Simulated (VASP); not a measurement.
MgO: single point with PBE

The system is MgO.

```
CELL_PARAMETERS angstrom
0.00000 2.19073 2.19073
2.19073 0.00000 2.19073
2.19073 2.19073 0.00000
ATOMIC_POSITIONS crystal
Mg 0.00000 0.00000 0.00000
O 0.25000 0.25000 0.25000
```

This cell differs from its parent crystal: strain -4.0%.

| Property | Result |
| --- | --- |
| Program | VASP 6.6.1 |
| Task | single point |
| Functional | PBE |
| Potentials or basis | VASP PAW PBE potentials, release 64 (Mg, O) |
| Cutoff | 600 eV |
| k mesh | 10 × 10 × 10 |
| Occupations | fermi-dirac, width 0.02 eV |
| Spin | no spin polarisation |

```
Pressure               : 23.6 GPa
Band gap on the k mesh : 4.38 eV, indirect (the least direct gap lies 1.3 meV higher)
```

Levels at points of the mesh, in eV from the valence-band top:
```tsv
k point	band 2	band 3	band 4	band 5	band 6	band 7
(0.00, 0.00, 0.00)	0.00	0.00	0.00	4.38	18.20	18.20
(0.50, 0.00, 0.00)	-3.38	-0.18	-0.18	9.68	10.67	15.57
(0.50, 0.50, 0.00)	-2.80	-0.79	-0.79	6.55	12.23	15.98
```

It took 14 s on 1 thread of Intel(R) Xeon(R) Platinum 8259CL CPU @ 2.50GHz (Skylake/Cascade Lake), on a shared host, peak memory 0.16 GiB.

Caveat: the cell differs from its parent crystal (strain -4.0%).
